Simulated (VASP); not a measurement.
Crystal: BeGaN.

```xyz
6
Lattice="2.9830 0.0000 0.0000 0.0000 2.9830 0.0000 0.0000 0.0000 7.1040" Properties=species:S:1:pos:R:3 pbc="T T T"
Be    1.4915    0.0000    1.2729
Be    0.0000    1.4915    5.8311
Ga    0.0000    1.4915    2.7270
Ga    1.4915    0.0000    4.3771
N     0.0000    0.0000    3.5520
N     1.4915    1.4915    3.5520
```

- Program: VASP 6.6.1
- Task: relaxation of cell and atoms
- Functional: PBE
- Potentials or basis: VASP PAW PBE potentials, release 64 (Be, Ga_d, N)
- Cutoff: 600 eV
- k mesh: 6 × 6 × 4
- Occupations: gaussian, width 0.1 eV
- Spin: no spin polarisation

At the start: pressure 104.3 GPa; volume 10.54 Å³/atom.

Problem. How do energy, volume and symmetry change on relaxing?

Solution. Over 50 steps the energy falls by 2641.9 meV/atom and the volume is 12.29 Å³/atom (+16.6 %); space group P4/nmm (No. 129, to 0.05 Å).

Step by step:
```
step  energy change (eV)  largest force (eV/Å)  pressure (GPa)  volume (Å³)
   1              0.0000               12.9300          104.30        63.21
   3             -8.7139                0.5502           -7.23        92.81
   5             -8.8543                0.4790           -1.29        87.55
   7             -9.2419                0.8841           -0.23        82.61
   9             -9.0776                7.2009           46.46        56.24
  11            -11.5074                1.3681           15.43        64.02
  13            -11.5223                1.2231           17.77        63.00
  15            -11.8058                0.8298           11.23        64.84
  17            -12.0370                0.9781           -1.54        70.00
  19            -12.2023                0.9634           -1.81        69.75
  21            -12.0910                3.5926            0.85        68.14
  23            -12.4541                1.6072           -1.71        68.94
  25            -12.6009                2.0712           -1.05        67.87
  27            -12.7073                3.0066            0.88        66.06
  29            -13.1208                2.8379            1.04        64.42
  31            -14.0102                1.3685            0.50        62.09
  33            -14.5070                1.4483           -1.57        61.56
  35            -14.6645                1.3753           -0.46        61.09
  37            -14.9236                0.5557            6.70        59.54
  39            -14.9486                0.7517           10.66        58.91
  41            -15.6232                0.4845            1.94        67.68
  43            -15.8432                0.0306           -1.56        74.57
  45            -15.8494                0.0938            0.18        74.15
  47            -15.8510                0.0590           -0.04        74.01
  49            -15.8510                0.0133            0.54        73.44
  50            -15.8514                0.0334            0.17        73.73
```

Final structure:
```
Be Ga N
1.0
     3.50989    0.00000    0.00000
     0.00000    3.50989    0.00000
     0.00000    0.00000    5.98467
Be Ga N
2 2 2
Direct
  0.50000 0.00000 0.47969
  0.00000 0.50000 0.52031
  0.00000 0.50000 0.10479
  0.50000 0.00000 0.89521
  0.00000 0.00000 0.50000
  0.50000 0.50000 0.50000
```

Caveat: the volume moved by over 15 % at a fixed basis, so the end points are rough.
